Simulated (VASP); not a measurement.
Here is a VASP 6.6.1 calculation.

INCAR

```
PREC = Accurate ; ENCUT = 520
EDIFF = 1E-6 ; ISMEAR = -1
SIGMA = 0.03 ; LREAL = False
LASPH = True ; NELM = 100
ALGO = Normal ; ISIF = 2
LWAVE = False ; LCHARG = False
GGA = PS ; NBANDS = 12
```

KPOINTS

```
Automatic mesh
0
Gamma
  12 12 12
```

The input POSCAR:

```
Sc
1.0
   -0.0454100000      2.2477950000      2.2477950000
    2.2477950000     -0.0454100000      2.2477950000
    2.2477950000      2.2477950000     -0.0454100000
Sc
1
Direct
    0.0000000000      0.0000000000      0.0000000000
```

Potentials or basis: VASP PAW PBE potentials, release 64 (Sc_sv).

The run is started by

```bash
$ cat potpaw_PBE.64/Sc_sv/POTCAR > POTCAR
$ mpirun -np 1 vasp_std > vasp.out
```

Q: Predict the pressure.

A: 0.5 GPa.

Stress tensor (GPa, compression positive):
```
0.51 0.72 0.72
0.72 0.51 0.72
0.72 0.72 0.51
```

Caveat: the cell differs from its parent crystal (equal xy, yz and zx shear strains of -2 %); the PAW data sets were made with another functional, which shifts forces and pressure a little.
